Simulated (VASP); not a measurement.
Write the native input for VASP 6.6.1 that does the following.

```yaml
Task: relaxation of the atoms
Functional: PBEsol
Potentials_or_basis: VASP PAW PBE potentials, release 64 (Ti_sv, Pb_d, O)
Cutoff: 520 eV
k_mesh: 8 × 8 × 6
Occupations: gaussian, width 0.02 eV
Spin: no spin polarisation
Dipole_correction: no
Further_INCAR_settings: ALGO = Normal; EDIFF = 1e-07; IBRION = 2; EDIFFG = -0.008; NSW = 60
```

The structure of TiPbO3 lies in POSCAR:

```
TiPbO3
1.0
    3.8203580300      0.0000000000      0.0000000000
    0.0000000000      3.8203580300      0.0000000000
    0.0000000000      0.0000000000      4.2251961145
Ti Pb O
1 1 3
Direct
    0.5000000000      0.5000000000      0.5830608377
    0.0000000000      0.0000000000      0.1234081607
    0.0000000000      0.5000000000      0.4940328917
    0.5000000000      0.0000000000      0.4940328917
    0.5000000000      0.5000000000      0.9956652282
```

This cell differs from its parent crystal: equal strain along all axes, cell held: -1.0 %.

One way to write it, as run:

INCAR

```
SYSTEM = TiPbO3
ALGO = Normal
EDIFF = 1E-7
EDIFFG = -0.008
ENCUT = 520
GGA = PS
GGA_COMPAT = .FALSE.
IBRION = 2
ISIF = 2
ISMEAR = 0
LASPH = .TRUE.
LCHARG = .FALSE.
LREAL = .FALSE.
LWAVE = .FALSE.
NELM = 120
NELMIN = 4
NSW = 60
PREC = Accurate
SIGMA = 0.02
```

KPOINTS

```
k-points
0
G
  8 8 6
  0 0 0
```

Potentials or basis: VASP PAW PBE potentials, release 64 (Ti_sv, Pb_d, O).

Run with:

```sh
$ cat potpaw_PBE.64/Ti_sv/POTCAR potpaw_PBE.64/Pb_d/POTCAR potpaw_PBE.64/O/POTCAR > POTCAR
$ mpirun -np 1 vasp_std > vasp.out
```

It gave:

- Energy gained by relaxing: 3.0 meV/atom
- Ionic steps: 8
- Pressure after relaxing: 3.8 GPa
- Band gap on the k mesh: 1.60 eV (least direct gap 2.30 eV)

Caveat: the cell differs from its parent crystal (equal strain along all axes, cell held: -1.0 %); the PAW data sets were made with another functional, which shifts forces and pressure a little; spin-orbit coupling is left out, which moves the levels of the heavy elements.

Run time: 6.6 min on 1 thread of Intel(R) Xeon(R) Platinum 8259CL CPU @ 2.50GHz (Skylake/Cascade Lake) (shared host), peak memory 0.23 GiB.
